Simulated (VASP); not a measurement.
# Sn (Fddd) in VASP: notebook

The runs below take Sn through single point, with PBEsol.

Program: VASP 6.6.1. These are calculated values, not measurements. Logs are shortened: lines on timing, memory, paths and dates and some standing lists are left out, and cuts for length are marked.

## 1. The cell of the first run

It takes space group Fddd (No. 70, orthorhombic). Conventional cell: a = 6.394 Å, b = 6.491 Å, c = 6.589 Å, α = 90.00°, β = 90.00°, γ = 90.00°. Within 3.7 Å of Sn (site symmetry 222) lie 4 Sn at 2.81 Å.

## 2. Single point, PBEsol (strain +0.0150 x Voigt [1, -1, 0, 0, 0, 0])

Contents of INCAR:

```
SYSTEM = Sn
ALGO = Fast
EDIFF = 1E-6
ENCUT = 520
GGA = PS
ISIF = 2
ISMEAR = 0
LASPH = .True.
LCHARG = .True.
LELF = .True.
LREAL = .False.
LVHAR = .True.
LWAVE = .False.
NBANDS = 21
NELM = 100
PREC = Accurate
SIGMA = 0.15
```

Contents of KPOINTS:

```
k-points
0
Gamma
  12 12 12
  0 0 0
```

Contents of POSCAR:

```
Sn
1.0
    0.0000000000      3.1969160000      3.2456000000
    3.2942840000      0.0000000000      3.2456000000
    3.2942840000      3.1969160000      0.0000000000
Sn
2
Direct
    0.5000000000      0.5000000000      0.5000000000
    0.7500000000      0.7500000000      0.7500000000
```

Potentials or basis: VASP PAW PBE potentials, release 64 (Sn_d).

On the command line:

```sh
> cat potpaw_PBE.64/Sn_d/POTCAR > POTCAR
> mpirun -np 1 vasp_std > vasp.out
```

OUTCAR:

```text
SYSTEM = Sn
   EDIFF = 1E-6
   ENCUT = 520
   GGA = PS
   ISIF = 2
   ISMEAR = 0
   LASPH = .True.
   LREAL = .False.
   NELM = 100
   PREC = Accurate

 ion  position               nearest neighbor table
   1  0.500  0.500  0.500-   2 2.81   2 2.81   2 2.81   2 2.81
   2  0.750  0.750  0.750-   1 2.81   1 2.81   1 2.81   1 2.81

  LATTYP: Found a face centered orthorhombic cell.
 ALAT       =     6.3938320000
 B/A-ratio  =     1.0152284264
 C/A-ratio  =     1.0304568528

  Lattice vectors:

 A1 = (  -3.2942840000,   0.0000000000,  -3.2456000000)
 A2 = (  -3.2942840000,   3.1969160000,   0.0000000000)
 A3 = (   0.0000000000,   3.1969160000,  -3.2456000000)

Analysis of symmetry for initial positions (statically):
=====================================================================
 Subroutine PRICEL returns:
 Original cell was already a primitive cell.

 Routine SETGRP: Setting up the symmetry group for a
 face centered orthorhombic supercell.

 Subroutine GETGRP returns: Found  8 space group operations
 (whereof  4 operations were pure point group operations)
 out of a pool of  8 trial point group operations.

The static configuration has the point symmetry D_2 .
 The point group associated with its full space group is D_2h.

Analysis of symmetry for dynamics (positions and initial velocities):
=====================================================================
 Subroutine PRICEL returns:
 Original cell was already a primitive cell.

 Routine SETGRP: Setting up the symmetry group for a
 face centered orthorhombic supercell.

 Subroutine GETGRP returns: Found  8 space group operations
 (whereof  4 operations were pure point group operations)
 out of a pool of  8 trial point group operations.

The dynamic configuration has the point symmetry D_2 .
 The point group associated with its full space group is D_2h.

 Subroutine INISYM returns: Found  8 space group operations
 (whereof  4 operations are pure point group operations),
 and found     1 'primitive' translations

----------------------------------------------------------------------------------------

                                     Primitive cell

  volume of cell :      68.3624

  direct lattice vectors                    reciprocal lattice vectors
     0.000000000  3.196916000  3.245600000    -0.151778049  0.156400731  0.154054720
     3.294284000  0.000000000  3.245600000     0.151778049 -0.156400731  0.154054720
     3.294284000  3.196916000  0.000000000     0.151778049  0.156400731 -0.154054720

  length of vectors
     4.555676818  4.624524455  4.590487881     0.266890655  0.266890655  0.266890655

  position of ions in fractional coordinates (direct lattice)
     0.500000000  0.500000000  0.500000000
     0.750000000  0.750000000  0.750000000

  ion indices of the primitive-cell ions
   primitive index   ion index
                 1           1
                 2           2

----------------------------------------------------------------------------------------

 KPOINTS: k-points

Automatic generation of k-mesh.
 Grid dimensions read from file:
 generate k-points for:   12   12   12

 Generating k-lattice:

  Cartesian coordinates                     Fractional coordinates (reciprocal lattice)
    -0.012648171  0.013033394  0.012837893     0.083333333 -0.000000000 -0.000000000
     0.012648171 -0.013033394  0.012837893     0.000000000  0.083333333  0.000000000
     0.012648171  0.013033394 -0.012837893     0.000000000  0.000000000  0.083333333

  Length of vectors
     0.022240888  0.022240888  0.022240888

  Shift w.r.t. Gamma in fractional coordinates (k-lattice)
     0.000000000  0.000000000  0.000000000

 Subroutine IBZKPT returns following result:
 ===========================================

 Found    280 irreducible k-points:

 Following reciprocal coordinates:
            Coordinates               Weight
  0.000000  0.000000  0.000000      1.000000
  0.083333  0.000000  0.000000      8.000000
  0.166667  0.000000  0.000000      8.000000
  0.250000  0.000000 -0.000000      8.000000
  0.333333  0.000000 -0.000000      8.000000
  0.416667  0.000000 -0.000000      8.000000
[... 16 lines left out ...]
  0.500000  0.166667 -0.000000      8.000000
 -0.416667  0.166667  0.000000      8.000000
 [... further k-points ...]
   k-points           NKPTS =    280   k-points in BZ     NKDIM =    280   number of bands    NBANDS=     21
   number of dos      NEDOS =    301   number of ions     NIONS =      2
   total plane-waves  NPLWV =  46656
   dimension x,y,z NGX =    36 NGY =   36 NGZ =   36
   dimension x,y,z NGXF=    72 NGYF=   72 NGZF=   72
   ions per type =               2
   NGX,Y,Z   is equivalent  to a cutoff of  13.14, 12.94, 13.04 a.u.
   NGXF,Y,Z  is equivalent  to a cutoff of  26.27, 25.88, 26.08 a.u.
 SYSTEM =  Sn
   PREC   = accura    normal or accurate (medium, high low for compatibility)
   ISTART =      0    job   : 0-new  1-cont  2-samecut
   ICHARG =      2    charge: 1-file 2-atom 10-const
   ISPIN  =      1    spin polarized calculation?
   LNONCOLLINEAR =      F non collinear calculations
   LSORBIT =      F    spin-orbit coupling
   LASPH  =      T    aspherical Exc in radial PAW
   ENCUT  =  520.0 eV  38.22 Ry    6.18 a.u.   8.47  8.60  8.54*2*pi/ulx,y,z
   NELM   =    100;   NELMIN=  2; NELMDL= -5     # of ELM steps
   EDIFF  = 0.1E-05   stopping-criterion for ELM
   LREAL  =      F    real-space projection
[... 7 lines left out ...]
   TEBEG  =    0.0;   TEEND  =   0.0 temperature during run
   PSTRESS=    0.0 pullay stress
   NELECT =      28.0000    total number of electrons
   NUPDOWN=      -1.0000    fix difference up-down
   EMIN   =  10.00;   EMAX   =-10.00  energy-range for DOS
   EFERMI =   0.00;   METHOD = LEGACY
   ISMEAR =     0;   SIGMA  =   0.15  broadening in eV -4-tet -1-fermi 0-gaus
   EFERMI_NEDOS =   21; number of points for ismear=-14 and -15
   IALGO  =     68    algorithm
   IMIX   =      4    mixing-type and parameters
     AMIX     =   0.40;   BMIX     =  1.00
     AMIX_MAG =   1.60;   BMIX_MAG =  1.00
  volume/ion in A,a.u.               =      34.18       230.67
  Fermi-wavevector in a.u.,A,eV,Ry     =   1.215780  2.297492 20.111066  1.478122
  Thomas-Fermi vector in A             =   2.351156
   LORBIT       =      0    0 simple, 1 ext, 2 COOP (PROOUT), +10 PAW based schemes
   GGA     = PS    functional components
   LHFCALC =     F    Hartree Fock is set to
   AEXX    =    0.0000 exact exchange contribution
   IVDW    =     0    specifies the selected vdW correction
   LEPSILON=     F    determine dielectric tensor
   LRPA    =     F    only Hartree local field effects (RPA)
 non-spin polarized calculation
 RMM-DIIS sequential band-by-band and
 Gauss-broadening in eV      SIGMA  =   0.15
  energy-cutoff  :      520.00
  volume of cell :       68.36
 maximum number of plane-waves:      1870
 NGX is ok and might be reduce to    36
   NGX = 17   NGY = 17   NGZ = 17

 number of electron      27.9999995 magnetization

 Free energy of the ion-electron system (eV)
  ---------------------------------------------------
  ext. energy  EPLUGINS =         0.00000000
  ---------------------------------------------------
  free energy    TOTEN  =        -8.45881907 eV

  energy without entropy =       -8.45683532  energy(sigma->0) =       -8.45782719

 E-fermi :   5.4889     XC(G=0):  -9.0647

 val. band max:        5.4843689357   @ k =   0.0833   0.0000   0.0000
 cond. band min:       5.5712044793   @ k =   0.0000   0.0000   0.0000
 fundamental gap:      0.0868355436
 Fermi energy:         5.4888967435

 k-point     1 :       0.0000    0.0000    0.0000
  band No.  band energies     occupation
      1     -16.1216      2.00000
      2     -16.1154      2.00000
      3     -16.1097      2.00000
      4     -16.0572      2.00000
      5     -16.0532      2.00000
      6     -15.7533      2.00000
[... 13 lines left out ...]
     20      13.2332      0.00000
     21      13.5817      0.00000

 k-point     2 :       0.0833    0.0000    0.0000
  band No.  band energies     occupation
      1     -16.1255      2.00000
      2     -16.1189      2.00000
      3     -16.1119      2.00000
      4     -16.0491      2.00000
      5     -16.0458      2.00000
      6     -15.7618      2.00000
[... 13 lines left out ...]
     20      12.6421      0.00000
     21      12.9390      0.00000

 k-point     3 :       0.1667    0.0000    0.0000
  band No.  band energies     occupation
      1     -16.1356      2.00000
      2     -16.1284      2.00000
      3     -16.1090      2.00000
      4     -16.0325      2.00000
      5     -16.0301      2.00000
      6     -15.7776      2.00000
[... 13 lines left out ...]
     20      12.2495      0.00000
     21      12.4610      0.00000

 k-point     4 :       0.2500    0.0000   -0.0000
  band No.  band energies     occupation
      1     -16.1454      2.00000
      2     -16.1370      2.00000
      3     -16.1028      2.00000
      4     -16.0159      2.00000
      5     -16.0142      2.00000
      6     -15.7920      2.00000
[... 13 lines left out ...]
     20      12.2927      0.00000
     21      12.3905      0.00000

 k-point     5 :       0.3333    0.0000   -0.0000
  band No.  band energies     occupation
      1     -16.1523      2.00000
      2     -16.1427      2.00000
      3     -16.0961      2.00000
      4     -16.0035      2.00000
      5     -16.0023      2.00000
      6     -15.8021      2.00000
[... 13 lines left out ...]
     20      12.7773      0.00000
     21      12.8084      0.00000
[... 382 lines left out ...]
     20      13.0849      0.00000
     21      13.8093      0.00000

 k-point    22 :       0.4167    0.1667   -0.0000
  band No.  band energies     occupation
      1     -16.1698      2.00000
      2     -16.1511      2.00000
      3     -16.0788      2.00000
      4     -15.9887      2.00000
      5     -15.9601      2.00000
      6     -15.8644      2.00000
[... 13 lines left out ...]
     20      13.7139      0.00000
     21      14.3829      0.00000

 k-point    23 :       0.5000    0.1667   -0.0000
  band No.  band energies     occupation
      1     -16.1756      2.00000
      2     -16.1562      2.00000
      3     -16.0634      2.00000
      4     -15.9761      2.00000
      5     -15.9640      2.00000
      6     -15.8563      2.00000
[... 13 lines left out ...]
     20      14.0238      0.00000
     21      14.4448      0.00000

 k-point    24 :      -0.4167    0.1667    0.0000
  band No.  band energies     occupation
      1     -16.1760      2.00000
      2     -16.1593      2.00000
      3     -16.0559      2.00000
      4     -15.9777      2.00000
      5     -15.9660      2.00000
      6     -15.8426      2.00000
[... 13 lines left out ...]
     20      13.3166      0.00000
     21      13.4726      0.00000

 [... further k-points ...]

------------------------ aborting loop because EDIFF is reached ----------------------------------------

  FORCE on cell =-STRESS in cart. coord.  units (eV):
  Direction    XX          YY          ZZ          XY          YZ          ZX
  --------------------------------------------------------------------------------------
  -------------------------------------------------------------------------------------
  Total        0.2058548      0.5907115      0.4105729      0.0000000      0.0000000      0.0000000
  in kB        4.8245217     13.8442276      9.6224048      0.0000000      0.0000000      0.0000000
  external PRESSURE =       9.4303847 kB  Pullay stress =       0.0000000 kB

 VOLUME and BASIS-vectors are now :
 -----------------------------------------------------------------------------
  energy-cutoff  :      520.00
  volume of cell :       68.36
      direct lattice vectors                 reciprocal lattice vectors
     0.000000000  3.196916000  3.245600000    -0.151778049  0.156400731  0.154054720
     3.294284000  0.000000000  3.245600000     0.151778049 -0.156400731  0.154054720
     3.294284000  3.196916000  0.000000000     0.151778049  0.156400731 -0.154054720

 POSITION                                       TOTAL-FORCE (eV/Angst)
 -----------------------------------------------------------------------------------
      3.29428      3.19692      3.24560         0.000000     -0.000000      0.000000
      4.94143      4.79537      4.86840        -0.000000      0.000000      0.000000
 -----------------------------------------------------------------------------------
    total drift:                                0.000000      0.000000      0.000000

  FREE ENERGIE OF THE ION-ELECTRON SYSTEM (eV)
  ---------------------------------------------------
  free  energy   TOTEN  =        -8.4588190684 eV

  energy  without entropy=       -8.4568353187  energy(sigma->0) =       -8.45782719
```

It took 2.5 min on 1 thread of Intel Xeon 6975P-C (Granite Rapids), shared host; peak memory 0.44 GiB.

What came out:

```yaml
Free_energy: -8.4588 eV
Pressure: 0.9 GPa
Band_gap_on_the_k_mesh: zero (bands 14 and 15 overlap by 0.16 eV)
```

Stress tensor (GPa, compression positive):
```
0.48 0.00 0.00
0.00 1.38 0.00
0.00 0.00 0.96
```

Caveat: the cell differs from its parent crystal (strain +0.0150 x Voigt [1, -1, 0, 0, 0, 0]); the PAW data sets were made with another functional, which shifts forces and pressure a little; spin-orbit coupling is left out, which moves the levels of the heavy elements.

## 3. Single point, PBEsol (strain +0.0050 x Voigt [1, -1, 0, 0, 0, 0])

Contents of INCAR:

```
SYSTEM = Sn
  ALGO = Fast
  EDIFF = 1E-7
  ENCUT = 520
  GGA = PS
  ISIF = 2
  ISMEAR = 0
  LASPH = .True.
  LCHARG = .False.
  LREAL = .False.
  LWAVE = .False.
  NBANDS = 21
  NELM = 60
  PREC = Accurate
  SIGMA = 0.15
```

KPOINTS is that of step 2.

Contents of POSCAR:

```
Sn
1.0
    0.0000000000      3.2293720000      3.2456000000
    3.2618280000      0.0000000000      3.2456000000
    3.2618280000      3.2293720000      0.0000000000
Sn
2
Direct
    0.5000000000      0.5000000000      0.5000000000
    0.7500000000      0.7500000000      0.7500000000
```

Potentials or basis: VASP PAW PBE potentials, release 64 (Sn_d).

On the command line:

```sh
> cat potpaw_PBE.64/Sn_d/POTCAR > POTCAR
> mpirun -np 1 vasp_std > vasp.out
```

It took 2.7 min on 1 thread of Intel Xeon 6975P-C (Granite Rapids), shared host; peak memory 0.44 GiB.

It converged, with:

```yaml
Free_energy: -8.4615 eV
Pressure: 0.9 GPa
Band_gap_on_the_k_mesh: zero (bands 14 and 15 overlap by 0.15 eV)
```

Stress tensor (GPa, compression positive):
```
0.77 0.00 0.00
0.00 1.08 0.00
0.00 0.00 0.93
```

Levels at points of the mesh, in eV from the Fermi level:
```
           k point  band 10  band 11  band 12  band 13  band 14  band 15  band 16  band 17  band 18  band 19
(0.00, 0.00, 0.00)   -21.22   -10.63    -0.70     0.05     0.08     0.11     2.12     2.14     2.16     4.85
(0.50, 0.00, 0.00)   -21.17    -9.01    -6.32    -1.16    -1.09    -0.07     3.19     3.23     5.52     8.39
(0.50, 0.50, 0.00)   -21.15    -7.54    -7.54    -2.47    -2.47     0.75     0.75     7.69     7.69     9.21
(0.50, 0.00, 0.50)   -21.16    -7.52    -7.52    -2.50    -2.50     0.72     0.72     7.70     7.70     9.23
(0.00, 0.50, 0.50)   -21.15    -7.55    -7.55    -2.45    -2.45     0.79     0.79     7.69     7.69     9.20
```

Caveat: the cell differs from its parent crystal (strain +0.0050 x Voigt [1, -1, 0, 0, 0, 0]); the PAW data sets were made with another functional, which shifts forces and pressure a little; spin-orbit coupling is left out, which moves the levels of the heavy elements.

The gap in the log of VASP goes by the Fermi energy; the results here count the filled bands.